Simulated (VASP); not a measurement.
# AlRu2 (P4_2/mnm) in VASP: notebook

Runs on AlRu2. Level: PBE. Tasks: relaxation of cell and atoms, single point.

All numbers are computed with VASP 6.6.1; they aren't measurements. Logs are shortened: lines on timing, memory, paths and dates and some standing lists are left out, and cuts for length are marked.

## 1. The cell of the first run

Symmetry: P4_2/mnm, No. 136, tetragonal system. The conventional cell has a = 5.133 Å, b = 5.133 Å, c = 3.306 Å, α = 90.00°, β = 90.00°, γ = 90.00°. Al (site symmetry mmm) has 6 Ru at 2.17 to 2.22 Å within 2.9 Å. Ru (site symmetry m2m) has 3 Al at 2.17 to 2.22 Å and 1 Ru at 2.82 Å within 2.9 Å.

## 2. Relaxation of cell and atoms, PBE

Contents of INCAR:

```
ALGO = Normal ; EDIFF = 1E-7
EDIFFG = -0.04 ; ENCUT = 600
GGA = PE ; IBRION = 2
ISIF = 3 ; ISMEAR = 0
LASPH = T ; LCHARG = F
LREAL = F ; LWAVE = F
NELM = 100 ; NSW = 90
PREC = Accurate ; SIGMA = 0.1
```

Contents of KPOINTS:

```
k-points
0
Gamma
  4 4 6
```

Contents of POSCAR:

```
AlRu2
1.0
    5.1328705182      0.0000000000      0.0000000000
    0.0000000000      5.1328705182      0.0000000000
    0.0000000000      0.0000000000      3.3060870404
Al Ru
2 4
Direct
    0.0000000000      0.0000000000      0.0000000000
    0.5000000000      0.5000000000      0.5000000000
    0.3060000000      0.3060000000      0.0000000000
    0.1940000000      0.8060000000      0.5000000000
    0.6940000000      0.6940000000      0.0000000000
    0.8060000000      0.1940000000      0.5000000000
```

Potentials or basis: VASP PAW PBE potentials, release 64 (Al, Ru_pv).

Command:

```bash
$ cat potpaw_PBE.64/Al/POTCAR potpaw_PBE.64/Ru_pv/POTCAR > POTCAR
$ mpirun -np 1 vasp_std > vasp.out
```

OUTCAR:

```text
EDIFF = 1E-7
   EDIFFG = -0.04
   ENCUT = 600
   GGA = PE
   IBRION = 2
   ISIF = 3
   ISMEAR = 0
   LASPH = T
   LREAL = F
   NELM = 100
   NSW = 90
   PREC = Accurate

 ion  position               nearest neighbor table
   1  0.000  0.000  0.000-   4 2.17   6 2.17   4 2.17   6 2.17   5 2.22   3 2.22
   2  0.500  0.500  0.500-   3 2.17   5 2.17   3 2.17   5 2.17   4 2.22   6 2.22
   3  0.306  0.306  0.000-   2 2.17   2 2.17   1 2.22   5 2.82   6 3.11   4 3.11   4 3.11   6 3.11
                             4 3.11   4 3.11   6 3.11   6 3.11
   4  0.194  0.806  0.500-   1 2.17   1 2.17   2 2.22   6 2.82   3 3.11   5 3.11   3 3.11   5 3.11
                             3 3.11   3 3.11   5 3.11   5 3.11
   5  0.694  0.694  0.000-   2 2.17   2 2.17   1 2.22   3 2.82   6 3.11   4 3.11   4 3.11   6 3.11
                             6 3.11   6 3.11   4 3.11   4 3.11
   6  0.806  0.194  0.500-   1 2.17   1 2.17   2 2.22   4 2.82   5 3.11   3 3.11   3 3.11   5 3.11
                             5 3.11   5 3.11   3 3.11   3 3.11

  LATTYP: Found a simple tetragonal cell.
 ALAT       =     5.1328705182
 C/A-ratio  =     0.6441010013

  Lattice vectors:

 A1 = (   5.1328705182,   0.0000000000,   0.0000000000)
 A2 = (   0.0000000000,   5.1328705182,   0.0000000000)
 A3 = (   0.0000000000,   0.0000000000,   3.3060870404)

Analysis of symmetry for initial positions (statically):
=====================================================================
 Subroutine PRICEL returns:
 Original cell was already a primitive cell.

 Routine SETGRP: Setting up the symmetry group for a
 simple tetragonal supercell.

 Subroutine GETGRP returns: Found 16 space group operations
 (whereof  8 operations were pure point group operations)
 out of a pool of 16 trial point group operations.

The static configuration has the point symmetry D_2h.
 The point group associated with its full space group is D_4h.

Analysis of symmetry for dynamics (positions and initial velocities):
=====================================================================
 Subroutine PRICEL returns:
 Original cell was already a primitive cell.

 Routine SETGRP: Setting up the symmetry group for a
 simple tetragonal supercell.

 Subroutine GETGRP returns: Found 16 space group operations
 (whereof  8 operations were pure point group operations)
 out of a pool of 16 trial point group operations.

The dynamic configuration has the point symmetry D_2h.
 The point group associated with its full space group is D_4h.

 Subroutine INISYM returns: Found 16 space group operations
 (whereof  8 operations are pure point group operations),
 and found     1 'primitive' translations

----------------------------------------------------------------------------------------

                                     Primitive cell

  volume of cell :      87.1034

  direct lattice vectors                    reciprocal lattice vectors
     5.132870518  0.000000000  0.000000000     0.194822760  0.000000000  0.000000000
     0.000000000  5.132870518  0.000000000     0.000000000  0.194822760  0.000000000
     0.000000000  0.000000000  3.306087040     0.000000000  0.000000000  0.302472375

  length of vectors
     5.132870518  5.132870518  3.306087040     0.194822760  0.194822760  0.302472375

  position of ions in fractional coordinates (direct lattice)
     0.000000000  0.000000000  0.000000000
     0.500000000  0.500000000  0.500000000
     0.306000000  0.306000000  0.000000000
     0.194000000  0.806000000  0.500000000
     0.694000000  0.694000000  0.000000000
     0.806000000  0.194000000  0.500000000

  ion indices of the primitive-cell ions
   primitive index   ion index
                 1           1
                 2           2
                 3           3
                 4           4
                 5           5
                 6           6

----------------------------------------------------------------------------------------

 KPOINTS: k-points

Automatic generation of k-mesh.
 Grid dimensions read from file:
 generate k-points for:    4    4    6

 Generating k-lattice:

  Cartesian coordinates                     Fractional coordinates (reciprocal lattice)
     0.048705690  0.000000000  0.000000000     0.250000000  0.000000000  0.000000000
     0.000000000  0.048705690  0.000000000     0.000000000  0.250000000  0.000000000
     0.000000000  0.000000000  0.050412063     0.000000000  0.000000000  0.166666667

  Length of vectors
     0.048705690  0.048705690  0.050412063

  Shift w.r.t. Gamma in fractional coordinates (k-lattice)
     0.000000000  0.000000000  0.000000000

 Subroutine IBZKPT returns following result:
 ===========================================

 Found     24 irreducible k-points:

 Following reciprocal coordinates:
            Coordinates               Weight
  0.000000  0.000000  0.000000      1.000000
  0.250000  0.000000  0.000000      4.000000
  0.500000  0.000000  0.000000      2.000000
  0.250000  0.250000  0.000000      4.000000
  0.500000  0.250000  0.000000      4.000000
  0.500000  0.500000  0.000000      1.000000
[... 16 lines left out ...]
  0.500000  0.250000  0.500000      4.000000
  0.500000  0.500000  0.500000      1.000000
   k-points           NKPTS =     24   k-points in BZ     NKDIM =     24   number of bands    NBANDS=     37
   number of dos      NEDOS =    301   number of ions     NIONS =      6
   total plane-waves  NPLWV =  49392
   dimension x,y,z NGX =    42 NGY =   42 NGZ =   28
   dimension x,y,z NGXF=    84 NGYF=   84 NGZF=   56
   ions per type =               2   4
   NGX,Y,Z   is equivalent  to a cutoff of  13.60, 13.60, 14.08 a.u.
   NGXF,Y,Z  is equivalent  to a cutoff of  27.21, 27.21, 28.16 a.u.
 SYSTEM =  unknown system
   PREC   = accura    normal or accurate (medium, high low for compatibility)
   ISTART =      0    job   : 0-new  1-cont  2-samecut
   ICHARG =      2    charge: 1-file 2-atom 10-const
   ISPIN  =      1    spin polarized calculation?
   LNONCOLLINEAR =      F non collinear calculations
   LSORBIT =      F    spin-orbit coupling
   LASPH  =      T    aspherical Exc in radial PAW
   ENCUT  =  600.0 eV  44.10 Ry    6.64 a.u.  10.25 10.25  6.60*2*pi/ulx,y,z
   NELM   =    100;   NELMIN=  2; NELMDL= -5     # of ELM steps
   EDIFF  = 0.1E-06   stopping-criterion for ELM
   LREAL  =      F    real-space projection
   EDIFFG = -.4E-01   stopping-criterion for IOM
   NSW    =     90    number of steps for IOM
   IBRION =      2    ionic relax: 0-MD 1-quasi-New 2-CG
   NFREE  =      1    steps in history (QN), initial steepest desc. (CG)
   ISIF   =      3    stress and relaxation
   ISYM   =      2    0-nonsym 1-usesym 2-fastsym
   POTIM  = 0.5000    time-step for ionic-motion
   TEBEG  =    0.0;   TEEND  =   0.0 temperature during run
   PSTRESS=    0.0 pullay stress
   NELECT =      62.0000    total number of electrons
   NUPDOWN=      -1.0000    fix difference up-down
   EMIN   =  10.00;   EMAX   =-10.00  energy-range for DOS
   EFERMI =   0.00;   METHOD = LEGACY
   ISMEAR =     0;   SIGMA  =   0.10  broadening in eV -4-tet -1-fermi 0-gaus
   EFERMI_NEDOS =   21; number of points for ismear=-14 and -15
   IALGO  =     38    algorithm
   IMIX   =      4    mixing-type and parameters
     AMIX     =   0.40;   BMIX     =  1.00
     AMIX_MAG =   1.60;   BMIX_MAG =  1.00
  volume/ion in A,a.u.               =      14.52        97.97
  Fermi-wavevector in a.u.,A,eV,Ry     =   1.461707  2.762226 29.070049  2.136588
  Thomas-Fermi vector in A             =   2.578007
   LORBIT       =      0    0 simple, 1 ext, 2 COOP (PROOUT), +10 PAW based schemes
   GGA     = PE    functional components
   LHFCALC =     F    Hartree Fock is set to
   AEXX    =    0.0000 exact exchange contribution
   IVDW    =     0    specifies the selected vdW correction
   LEPSILON=     F    determine dielectric tensor
   LRPA    =     F    only Hartree local field effects (RPA)
 conjugate gradient relaxation of ions
 non-spin polarized calculation
 Gauss-broadening in eV      SIGMA  =   0.10
  energy-cutoff  :      600.00
  volume of cell :       87.10
 maximum number of plane-waves:      2936
 NGX is ok and might be reduce to    42
   NGX = 21   NGY = 21   NGZ = 13

--------------------------------------- Ionic step        1  -------------------------------------------

 number of electron      61.9999996 magnetization

 Free energy of the ion-electron system (eV)
  ---------------------------------------------------
  ext. energy  EPLUGINS =         0.00000000
  ---------------------------------------------------
  free energy    TOTEN  =       -35.17009206 eV

  energy without entropy =      -35.10642900  energy(sigma->0) =      -35.13826053

------------------------ aborting loop because EDIFF is reached ----------------------------------------

  FORCE on cell =-STRESS in cart. coord.  units (eV):
  Direction    XX          YY          ZZ          XY          YZ          ZX
  --------------------------------------------------------------------------------------
  -------------------------------------------------------------------------------------
  Total       18.4112691     18.4112691     25.4982070      0.0000000      0.0000000      0.0000000
  in kB      338.6564943    338.6564943    469.0134795      0.0000000      0.0000000      0.0000000
  external PRESSURE =     382.1088227 kB  Pullay stress =       0.0000000 kB
[... 101 lines left out ...]
  FREE ENERGIE OF THE ION-ELECTRON SYSTEM (eV)
  ---------------------------------------------------
  free  energy   TOTEN  =       -37.2060101402 eV

  energy  without entropy=      -37.1454742070  energy(sigma->0) =      -37.17574217

[... ionic steps 4 to 43 ...]

--------------------------------------- Ionic step       44  -------------------------------------------

 number of electron      61.9999998 magnetization

------------------------ aborting loop because EDIFF is reached ----------------------------------------

  FORCE on cell =-STRESS in cart. coord.  units (eV):
  Direction    XX          YY          ZZ          XY          YZ          ZX
  --------------------------------------------------------------------------------------
  -------------------------------------------------------------------------------------
  Total       -0.1433465     -0.1433465      0.3477550      0.0000000      0.0000000      0.0000000
  in kB       -2.2632500     -2.2632500      5.4905875      0.0000000      0.0000000      0.0000000
  external PRESSURE =       0.3213625 kB  Pullay stress =       0.0000000 kB
[... 65 lines left out ...]
  energy  without entropy=      -38.8201340756  energy(sigma->0) =      -38.85129418

--------------------------------------- Ionic step       46  -------------------------------------------

 number of electron      61.9999987 magnetization

 Free energy of the ion-electron system (eV)
  ---------------------------------------------------
  ext. energy  EPLUGINS =         0.00000000
  ---------------------------------------------------
  free energy    TOTEN  =       -38.88370285 eV

  energy without entropy =      -38.81941121  energy(sigma->0) =      -38.85155703

 E-fermi :   7.9271     XC(G=0): -11.6511

 val. band max:        7.9137608912   @ k =   0.5000   0.0000   0.1667
 cond. band min:       7.9520545474   @ k =   0.5000   0.5000   0.5000
 fundamental gap:      0.0382936562
 Fermi energy:         7.9270863514

 k-point     1 :       0.0000    0.0000    0.0000
  band No.  band energies     occupation
      1     -34.2786      2.00000
      2     -34.2476      2.00000
      3     -34.2476      2.00000
      4     -34.2420      2.00000
      5     -34.1702      2.00000
      6     -34.1645      2.00000
[... 982 lines left out ...]
  FREE ENERGIE OF THE ION-ELECTRON SYSTEM (eV)
  ---------------------------------------------------
  free  energy   TOTEN  =       -38.8837028475 eV

  energy  without entropy=      -38.8194112069  energy(sigma->0) =      -38.85155703

 reached required accuracy - stopping structural energy minimisation
```

It took 19 min on 1 thread of Intel Xeon 6975P-C (Granite Rapids), shared host; peak memory 0.27 GiB.

What came out:

```yaml
Free_energy: -38.8837 eV
Relaxed_volume: 16.90 Å³/atom
Relaxed_cell: a = 6.127 Å, b = 6.127 Å, c = 2.701 Å, α = 90.00°, β = 90.00°, γ = 90.00°
Space_group_after_relaxing_to_0.1_Å: P4_2/mnm (No. 136)
Energy_gained_by_relaxing: 618.9 meV/atom
Ionic_steps: 46
Pressure_after_relaxing: 0.0 GPa
Largest_force_after_relaxing: 0.009 eV/Å
Band_gap_on_the_k_mesh: zero (bands 31 and 32 overlap by 1.35 eV)
```

Forces in eV/Å, atoms in the order of the input:
```
Al   0.000  0.000  0.000
Al   0.000  0.000  0.000
Ru  -0.006 -0.006  0.000
Ru   0.006 -0.006  0.000
Ru   0.006  0.006  0.000
Ru  -0.006  0.006  0.000
```

Stress tensor (GPa, compression positive):
```
-0.05  0.00  0.00
 0.00 -0.05  0.00
 0.00  0.00  0.06
```

The path:
| step | energy change (eV) | largest force (eV/Å) | pressure (GPa) | volume (Å³) |
| --- | --- | --- | --- | --- |
| 1 | 0.0000 | 2.3775 | 38.21 | 87.10 |
| 3 | -2.0359 | 0.1878 | -1.54 | 106.58 |
| 5 | -2.0454 | 0.0853 | 0.24 | 105.05 |
| 7 | -2.0505 | 0.1760 | -0.37 | 105.66 |
| 9 | -2.0695 | 0.4297 | -0.29 | 105.60 |
| 11 | -2.2176 | 1.5450 | 0.60 | 104.90 |
| 13 | -2.2759 | 2.8059 | 3.11 | 103.37 |
| 15 | -2.2767 | 2.8153 | 3.12 | 103.37 |
| 17 | -2.2803 | 2.8574 | 3.17 | 103.37 |
| 19 | -2.2913 | 3.0222 | 3.40 | 103.33 |
| 21 | -2.3108 | 3.5296 | 5.23 | 102.88 |
| 23 | -2.4008 | 3.4224 | 5.17 | 103.11 |
| 25 | -2.5018 | 2.5581 | 8.89 | 103.11 |
| 27 | -2.5758 | 2.8783 | 7.39 | 103.26 |
| 29 | -2.5738 | 2.8261 | 7.61 | 103.24 |
| 31 | -2.8952 | 2.3056 | 2.92 | 105.13 |
| 33 | -3.1682 | 0.4509 | -11.41 | 113.76 |
| 35 | -3.3808 | 0.8325 | -6.93 | 109.39 |
| 37 | -3.3463 | 1.7439 | 7.72 | 96.60 |
| 39 | -3.7018 | 0.1873 | -0.85 | 102.21 |
| 41 | -3.7055 | 0.0834 | -0.50 | 102.00 |
| 43 | -3.7085 | 0.0003 | 0.11 | 101.54 |
| 45 | -3.7124 | 0.0194 | -0.03 | 101.33 |
| 46 | -3.7136 | 0.0086 | -0.01 | 101.41 |

Final structure:
```
Al Ru
1.0
     6.12698    0.00000    0.00000
     0.00000    6.12698    0.00000
     0.00000    0.00000    2.70131
Al Ru
2 4
Direct
  0.00000 0.00000 0.00000
  0.50000 0.50000 0.50000
  0.26730 0.26730 0.00000
  0.23270 0.76730 0.50000
  0.73270 0.73270 0.00000
  0.76730 0.23270 0.50000
```

Caveat: the volume moved by over 15 % at a fixed basis, so the end points are rough.

## 3. Single point, PBE

Contents of INCAR:

```
PREC     = Accurate       # precision mode
ENCUT    = 520            # plane-wave cutoff, eV
EDIFF    = 1E-7           # SCF threshold, eV
ISMEAR   = 0              # smearing method
SIGMA    = 0.1            # smearing width, eV
LREAL    = False          # projectors in reciprocal space
LASPH    = True           # aspherical terms in the spheres
NELM     = 80             # most SCF steps
ALGO     = Normal         # electronic algorithm
ISIF     = 2              # what is computed and relaxed
LWAVE    = False          # write WAVECAR
LCHARG   = False          # write CHGCAR
GGA      = PE             # functional
NBANDS   = 40             # bands
```

Contents of KPOINTS:

```
regular mesh
0
Gamma
  4 4 6
```

POSCAR is that of step 2.

Potentials or basis: VASP PAW PBE potentials, release 64 (Al, Ru_pv).

Command:

```bash
$ cat potpaw_PBE.64/Al/POTCAR potpaw_PBE.64/Ru_pv/POTCAR > POTCAR
$ mpirun -np 1 vasp_std > vasp.out
```

OUTCAR:

```text
PREC = Accurate
   ENCUT = 520
   EDIFF = 1E-7
   ISMEAR = 0
   LREAL = False
   LASPH = True
   NELM = 80
   ISIF = 2
   GGA = PE

 ion  position               nearest neighbor table
   1  0.000  0.000  0.000-   4 2.17   6 2.17   4 2.17   6 2.17   5 2.22   3 2.22
   2  0.500  0.500  0.500-   3 2.17   5 2.17   3 2.17   5 2.17   4 2.22   6 2.22
   3  0.306  0.306  0.000-   2 2.17   2 2.17   1 2.22   5 2.82   6 3.11   4 3.11   4 3.11   6 3.11
                             4 3.11   4 3.11   6 3.11   6 3.11
   4  0.194  0.806  0.500-   1 2.17   1 2.17   2 2.22   6 2.82   3 3.11   5 3.11   3 3.11   5 3.11
[... 1245 lines left out ...]
  Total       18.4237149     18.4237149     25.5101711     -0.0000000      0.0000000      0.0000000
  in kB      338.8854214    338.8854214    469.2335454     -0.0000000      0.0000000      0.0000000
  external PRESSURE =     382.3347961 kB  Pullay stress =       0.0000000 kB

 VOLUME and BASIS-vectors are now :
 -----------------------------------------------------------------------------
  energy-cutoff  :      520.00
  volume of cell :       87.10
      direct lattice vectors                 reciprocal lattice vectors
     5.132870518  0.000000000  0.000000000     0.194822760  0.000000000  0.000000000
     0.000000000  5.132870518  0.000000000     0.000000000  0.194822760  0.000000000
     0.000000000  0.000000000  3.306087040     0.000000000  0.000000000  0.302472375

 POSITION                                       TOTAL-FORCE (eV/Angst)
 -----------------------------------------------------------------------------------
      0.00000      0.00000      0.00000        -0.000000     -0.000000      0.000000
      2.56644      2.56644      1.65304        -0.000000     -0.000000      0.000000
      1.57066      1.57066      0.00000        -1.680887     -1.680887      0.000000
      0.99578      4.13709      1.65304         1.680887     -1.680887      0.000000
      3.56221      3.56221      0.00000         1.680887      1.680887      0.000000
      4.13709      0.99578      1.65304        -1.680887      1.680887      0.000000
 -----------------------------------------------------------------------------------
    total drift:                                0.000000      0.000000     -0.000000

  FREE ENERGIE OF THE ION-ELECTRON SYSTEM (eV)
  ---------------------------------------------------
  free  energy   TOTEN  =       -35.1696573070 eV

  energy  without entropy=      -35.1059986977  energy(sigma->0) =      -35.13782800
```

OSZICAR:

```text
N       E                     dE             d eps       ncg     rms          rms(c)
DAV:   1     0.693290556835E+03    0.69329E+03   -0.36311E+04  1992   0.159E+03
DAV:   2    -0.171077510677E+02   -0.71040E+03   -0.68597E+03  2088   0.487E+02
DAV:   3    -0.380562568563E+02   -0.20949E+02   -0.20017E+02  2248   0.874E+01
DAV:   4    -0.383772490954E+02   -0.32099E+00   -0.32055E+00  2184   0.990E+00
DAV:   5    -0.383862821599E+02   -0.90331E-02   -0.90315E-02  2480   0.153E+00    0.237E+01
DAV:   6    -0.352488466584E+02    0.31374E+01   -0.13440E+01  2056   0.220E+01    0.490E+00
DAV:   7    -0.351774537642E+02    0.71393E-01   -0.48861E-01  2072   0.446E+00    0.323E+00
DAV:   8    -0.351699248703E+02    0.75289E-02   -0.44308E-02  2408   0.106E+00    0.895E-01
DAV:   9    -0.351696294539E+02    0.29542E-03   -0.44885E-03  2072   0.408E-01    0.229E-01
DAV:  10    -0.351696564570E+02   -0.27003E-04   -0.23961E-04  2512   0.101E-01    0.130E-01
DAV:  11    -0.351696559477E+02    0.50925E-06   -0.29215E-05  2088   0.369E-02    0.221E-02
DAV:  12    -0.351696572773E+02   -0.13295E-05   -0.68283E-06  2104   0.186E-02    0.117E-02
DAV:  13    -0.351696573070E+02   -0.29696E-07   -0.26673E-07  1760   0.290E-03
   1 F= -.35169657E+02 E0= -.35137828E+02  d E =-.636586E-01
```

stdout:

```text
POSCAR found type information on POSCAR AlRu
 POSCAR found :  2 types and       6 ions
 scaLAPACK will be used
 LDA part: xc-table for (Slater+PW92), standard interpolation
 POSCAR, INCAR and KPOINTS ok, starting setup
 FFT: planning ... GRIDC
 FFT: planning ... GRID_SOFT
 FFT: planning ... GRID
 WAVECAR not read
 entering main loop
```

It took 49 s on 1 thread of AMD EPYC 9R45 (Zen 5), shared host; peak memory 0.2 GiB.

What came out:

```
Free energy            : -35.1697 eV
Pressure               : 38.2 GPa
Largest force          : 2.377 eV/Å
Band gap on the k mesh : zero (bands 31 and 32 overlap by 0.94 eV)
```

Forces on the atoms (eV/Å):
```
Al   0.000  0.000  0.000
Al   0.000  0.000  0.000
Ru  -1.681 -1.681  0.000
Ru   1.681 -1.681  0.000
Ru   1.681  1.681  0.000
Ru  -1.681  1.681  0.000
```

Caveat: the cell stands under pressure; forces of over 1 eV/Å act on the atoms, so gaps and moduli don't describe the material at rest.

(Continued in part 2 of 2.)
